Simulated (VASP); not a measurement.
Crystal: HfSi3Br4.

```
CELL_PARAMETERS angstrom
6.27857 0.00000 0.00000
0.00000 6.27857 0.00000
0.00000 0.00000 6.27857
ATOMIC_POSITIONS crystal
Hf 0.00000 0.00000 0.00000
Si 0.00000 0.50000 0.50000
Si 0.50000 0.00000 0.50000
Si 0.50000 0.50000 0.00000
Br 0.50000 0.00000 0.00000
Br 0.00000 0.50000 0.00000
Br 0.00000 0.00000 0.50000
Br 0.50000 0.50000 0.50000
```

The cell was built from a structure type or drawn by symmetry, and may not be a known phase.

```yaml
Program: VASP 6.6.1
Task: relaxation of cell and atoms
Functional: PBE
Potentials_or_basis: VASP PAW PBE potentials, release 64 (Hf_pv, Si, Br)
Cutoff: 600 eV
k_mesh: 4 × 4 × 4
Occupations: gaussian, width 0.1 eV
Spin: no spin polarisation
```

At the start: pressure -5.0 GPa; volume 30.94 Å³/atom.

Q: Where does the relaxation end?

A: Over 4 steps the energy falls by 124.4 meV/atom and the volume is 24.17 Å³/atom (-21.9 %); space group Pm-3m (No. 221, to 0.1 Å) before and after.

The path:
```tsv
step	energy change (eV)	largest force (eV/Å)	pressure (GPa)	volume (Å³)
1	0.0000	0.0000	-4.99	247.50
2	-0.8174	0.0000	-2.59	214.56
3	-0.9859	0.0000	-0.73	198.75
4	-0.9954	0.0000	0.21	193.33
```

Final structure:
```
Hf Si Br
1.0
     5.78224    0.00000    0.00000
     0.00000    5.78224    0.00000
     0.00000    0.00000    5.78224
Hf Si Br
1 3 4
Direct
  0.00000 0.00000 0.00000
  0.00000 0.50000 0.50000
  0.50000 0.00000 0.50000
  0.50000 0.50000 0.00000
  0.50000 0.00000 0.00000
  0.00000 0.50000 0.00000
  0.00000 0.00000 0.50000
  0.50000 0.50000 0.50000
```

Caveat: the volume moved by over 15 % at a fixed basis, so the end points are rough; the highest band is partly filled, so the run has too few bands.
